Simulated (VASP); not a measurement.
A run of VASP 6.6.1 is set up as follows.

The input POSCAR:

```
GeCBrO2
1.0
    2.8629720000      2.8293840000      0.0000000000
    2.8629720000     -2.8293840000      0.0000000000
    0.8279970000      0.0000000000     -9.0421830000
C Br O Ge
2 2 4 2
Direct
    0.6330000000      0.3670000000      0.5000000000
    0.3670000000      0.6330000000      0.5000000000
    0.2730000000      0.2730000000      0.8811000000
    0.7270000000      0.7270000000      0.1189000000
    0.7880000000      0.3280000000      0.6109000000
    0.6720000000      0.2120000000      0.3891000000
    0.2120000000      0.6720000000      0.3891000000
    0.3280000000      0.7880000000      0.6109000000
    0.7732000000      0.7732000000      0.7770000000
    0.2268000000      0.2268000000      0.2230000000
```

The input INCAR.step1:

```
SYSTEM = GeCBrO2
PREC = Accurate ; ENCUT = 520
ISMEAR = -1 ; SIGMA = 0.1
LREAL = .FALSE. ; LASPH = .TRUE.
NELM = 60 ; NBANDS = 48
GGA = PE ; ALGO = Normal
EDIFF = 1E-4 ; LWAVE = .TRUE.
LCHARG = .FALSE.
```

INCAR.step2

```
SYSTEM = GeCBrO2
PREC = Accurate ; ENCUT = 520
EDIFF = 1E-6 ; ISMEAR = -1
SIGMA = 0.1 ; LREAL = .FALSE.
LASPH = .TRUE. ; NELM = 60
ALGO = Normal ; ISIF = 2
LWAVE = .FALSE. ; LCHARG = .FALSE.
METAGGA = R2SCAN ; LMIXTAU = .TRUE.
NBANDS = 48 ; ISTART = 1
```

KPOINTS

```
regular mesh
0
G
  6 6 3
  0 0 0
```

Potentials or basis: VASP PAW PBE potentials, release 64 (C, Br, O, Ge_d).

Command:

```console
$ cat potpaw_PBE.64/C/POTCAR potpaw_PBE.64/Br/POTCAR potpaw_PBE.64/O/POTCAR potpaw_PBE.64/Ge_d/POTCAR > POTCAR
$ cp INCAR.step1 INCAR
$ mpirun -np 1 vasp_std > vasp.out
$ cp INCAR.step2 INCAR
$ mpirun -np 1 vasp_std > vasp.out
```

Question: Predict the pressure.

Answer: 6.8 GPa.

Question: Predict the band gap on the k mesh.

Answer: 2.82 eV (least direct gap 2.98 eV).

Question: What does it give for the largest force?

Answer: 3.624 eV/Å.

Stress tensor (GPa, compression positive):
```
 0.97  0.00 -3.38
 0.00  6.66  0.00
-3.38  0.00 12.86
```

Caveat: the cell stands under pressure; the PAW data sets were made with another functional, which shifts forces and pressure a little; an odd mesh through Γ misses points on the zone boundary, where band edges can lie.
